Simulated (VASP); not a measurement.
# SiC (a cell with a defect): single point with PBEsol

The system is SiC (a cell with a defect).

```
CELL_PARAMETERS angstrom
9.23420 0.00000 0.00000
0.00000 10.66274 0.00000
0.00000 0.00000 10.07595
ATOMIC_POSITIONS crystal
Si 0.99908 0.99985 0.49873
Si 0.33363 0.00029 0.49939
Si 0.16844 0.25280 0.49909
Si 0.00522 0.49969 0.50000
Si 0.66814 0.99998 0.49870
Si 0.49904 0.25304 0.49864
Si 0.16745 0.74753 0.50069
Si 0.83358 0.25100 0.49791
Si 0.66256 0.49927 0.49923
Si 0.50012 0.74767 0.50045
Si 0.83372 0.74792 0.49949
Si 0.00175 0.16801 0.25197
Si 0.33327 0.16741 0.25074
Si 0.16750 0.41705 0.25243
Si 0.00065 0.66562 0.25084
Si 0.66466 0.16840 0.25213
Si 0.49956 0.41705 0.25241
Si 0.33350 0.66463 0.25174
Si 0.16775 0.91491 0.25155
Si 0.83292 0.41887 0.25236
Si 0.66619 0.66577 0.25069
Si 0.49894 0.91501 0.25145
Si 0.83337 0.91507 0.25115
Si 0.16795 0.08477 0.74835
Si 0.00211 0.33493 0.74844
Si 0.49877 0.08515 0.74849
Si 0.33319 0.33773 0.74653
Si 0.16931 0.58251 0.74801
Si 0.00003 0.83187 0.74916
Si 0.83351 0.08427 0.73753
Si 0.66446 0.33487 0.74838
Si 0.49707 0.58222 0.74739
Si 0.33351 0.83266 0.74920
Si 0.83327 0.58247 0.74883
Si 0.66675 0.83186 0.74922
Si 0.00884 0.99533 0.00388
Si 0.33354 0.99796 0.00140
Si 0.16862 0.25061 0.00109
Si 0.99972 0.50212 0.00109
Si 0.65775 0.99567 0.00424
Si 0.49785 0.25102 0.00123
Si 0.33309 0.50071 0.99764
Si 0.16711 0.74911 0.00112
Si 0.83319 0.26086 0.00453
Si 0.66713 0.50202 0.00096
Si 0.49992 0.74879 0.00113
Si 0.83341 0.74853 0.00144
C 0.99861 0.00089 0.18775
C 0.33346 0.99963 0.18795
C 0.16698 0.24936 0.18648
C 0.99945 0.49977 0.18657
C 0.66835 0.00105 0.18771
C 0.49936 0.24954 0.18651
C 0.33339 0.49965 0.18567
C 0.16631 0.74995 0.18721
C 0.83322 0.24869 0.18790
C 0.66707 0.50007 0.18651
C 0.50062 0.74996 0.18710
C 0.83353 0.74965 0.18781
C 0.00010 0.99979 0.68952
C 0.33356 0.99992 0.68739
C 0.16682 0.25008 0.68726
C 0.00010 0.50056 0.68766
C 0.66662 0.99997 0.68978
C 0.49960 0.25036 0.68701
C 0.33286 0.50189 0.69981
C 0.16615 0.75070 0.68799
C 0.83330 0.25113 0.68941
C 0.66642 0.50046 0.68733
C 0.50064 0.75070 0.68789
C 0.83331 0.74978 0.68733
C 0.99944 0.16508 0.43911
C 0.33356 0.16599 0.43801
C 0.15355 0.40977 0.43225
C 0.00019 0.66642 0.43824
C 0.66768 0.16527 0.43933
C 0.51550 0.40913 0.43085
C 0.33371 0.68153 0.43302
C 0.16558 0.91705 0.43953
C 0.83409 0.41794 0.43967
C 0.66727 0.66652 0.43805
C 0.50185 0.91736 0.43907
C 0.83359 0.91499 0.43861
C 0.16574 0.08339 0.93658
C 0.00051 0.33201 0.93724
C 0.50086 0.08453 0.93729
C 0.33301 0.33237 0.93749
C 0.16413 0.58484 0.93822
C 0.99774 0.83435 0.93735
C 0.66596 0.33199 0.93715
C 0.50209 0.58396 0.93805
C 0.33351 0.83291 0.93787
C 0.83336 0.58344 0.93698
C 0.66885 0.83422 0.93742
```

| Quantity | Value |
| --- | --- |
| Program | VASP 6.6.1 |
| Task | single point |
| Functional | PBEsol |
| Potentials or basis | VASP PAW PBE potentials, release 64 (Si, C) |
| Cutoff | 520 eV |
| k mesh | 1 × 1 × 1, shifted |
| Occupations | fermi-dirac, width 0.05 eV |
| Spin | collinear spin |
| Dipole correction | no |
| Further INCAR settings | LREAL = Auto; ALGO = Normal; EDIFF = 1e-06; NBANDS = 245; ISYM = 0 |

| Quantity | Value |
| --- | --- |
| Pressure | 0.8 GPa |
| Largest force | 0.509 eV/Å |
| Band gap on the k mesh | 0.09 eV |
| Net moment | 0.00 μB per cell |
| Valence electrons inside the program's atomic spheres | Si 1.69, 1.68, 1.70, 1.67, 1.66, 1.65 (each value once); C 2.52, 2.53, 2.54, 2.51, 2.50, 2.48 (each value once) |

Forces on the atoms (eV/Å):
```
Si   0.029 -0.042  0.007
Si   0.011 -0.115  0.005
Si  -0.017 -0.104  0.094
Si   0.032  0.131  0.041
Si  -0.030 -0.041  0.035
Si  -0.054 -0.158  0.151
Si   0.341 -0.090 -0.192
Si   0.015 -0.069  0.046
Si  -0.010  0.237  0.143
Si  -0.374 -0.088 -0.177
Si  -0.019 -0.012 -0.003
Si  -0.006 -0.025 -0.026
Si   0.001 -0.061 -0.022
Si   0.010  0.042 -0.104
Si   0.051  0.055  0.002
Si   0.030 -0.082 -0.045
Si  -0.058  0.055 -0.249
Si  -0.003  0.194  0.471
Si   0.054 -0.055  0.065
Si   0.089 -0.014 -0.080
Si  -0.025  0.074  0.019
Si   0.003 -0.066  0.034
Si   0.013  0.000  0.005
Si   0.005 -0.033 -0.008
Si  -0.019 -0.032  0.031
Si   0.008 -0.040  0.023
Si  -0.010  0.009  0.043
Si  -0.053  0.049 -0.055
Si   0.006 -0.011  0.004
Si  -0.017 -0.030  0.002
Si   0.010 -0.012  0.017
Si   0.036  0.058 -0.012
Si  -0.009 -0.018 -0.021
Si  -0.015  0.031  0.005
Si  -0.028  0.006  0.004
Si  -0.030  0.034  0.035
Si  -0.019 -0.012 -0.002
Si  -0.016 -0.040 -0.047
Si  -0.028 -0.037 -0.030
Si   0.024 -0.015 -0.050
Si  -0.021  0.014 -0.027
Si  -0.004 -0.049  0.015
Si  -0.034  0.092  0.066
Si   0.009 -0.028 -0.005
Si  -0.015 -0.025 -0.034
Si  -0.015  0.041  0.021
Si  -0.006  0.035 -0.008
C   -0.009  0.018 -0.012
C   -0.026  0.053 -0.013
C   -0.007  0.032  0.062
C    0.012 -0.014  0.064
C   -0.034  0.033  0.053
C    0.031  0.026  0.048
C   -0.002 -0.064 -0.015
C   -0.073 -0.044 -0.121
C   -0.006  0.037  0.032
C    0.001 -0.036  0.016
C    0.058 -0.035 -0.115
C   -0.013 -0.026  0.005
C    0.024  0.016 -0.011
C   -0.005  0.028  0.007
C    0.014  0.018 -0.036
C    0.007 -0.015 -0.003
C   -0.014  0.000 -0.031
C    0.012  0.018 -0.037
C    0.028 -0.217  0.031
C   -0.022  0.009  0.058
C    0.012  0.034 -0.039
C    0.017 -0.027 -0.030
C    0.037 -0.001  0.043
C    0.026 -0.003 -0.003
C   -0.037  0.118  0.004
C    0.013  0.075 -0.025
C   -0.153  0.027  0.025
C   -0.057 -0.009 -0.004
C    0.051  0.070 -0.038
C    0.050  0.055  0.180
C    0.020  0.052 -0.175
C   -0.121  0.119 -0.006
C   -0.012 -0.077 -0.071
C    0.061 -0.061 -0.001
C    0.090  0.083  0.055
C    0.001  0.016 -0.014
C    0.028  0.131  0.071
C    0.028  0.004 -0.012
C    0.012 -0.067 -0.070
C    0.027 -0.013  0.009
C    0.056 -0.123 -0.019
C   -0.011 -0.048 -0.021
C    0.013  0.024 -0.005
C    0.015  0.017 -0.032
C    0.014  0.000 -0.001
C   -0.006 -0.014  0.012
C    0.011  0.026 -0.001
```

Stress tensor (GPa, compression positive):
```
 0.46  0.02 -0.03
 0.02  1.00  0.03
-0.03  0.03  0.81
```

Levels at points of the mesh, in eV from the valence-band top:
Spin up:
```
           k point  band 186  band 187  band 188  band 189  band 190  band 191
(0.25, 0.25, 0.25)     -1.32     -0.22      0.00      0.09      0.55      0.71
```
Spin down:
```tsv
k point	band 185	band 186	band 187	band 188	band 189	band 190	band 191	band 192
(0.25, 0.25, 0.25)	-1.43	-1.32	-0.22	0.00	0.09	0.55	0.71	0.84
```

Run time: 30 min on 4 MPI ranks on Intel(R) Xeon(R) 6975P-C (Granite Rapids), with other jobs on the host, peak memory 0.58 GiB a rank.

Caveat: semilocal functionals underestimate gaps, and a narrow one can read as zero; the PAW data sets were made with another functional, which shifts forces and pressure a little.
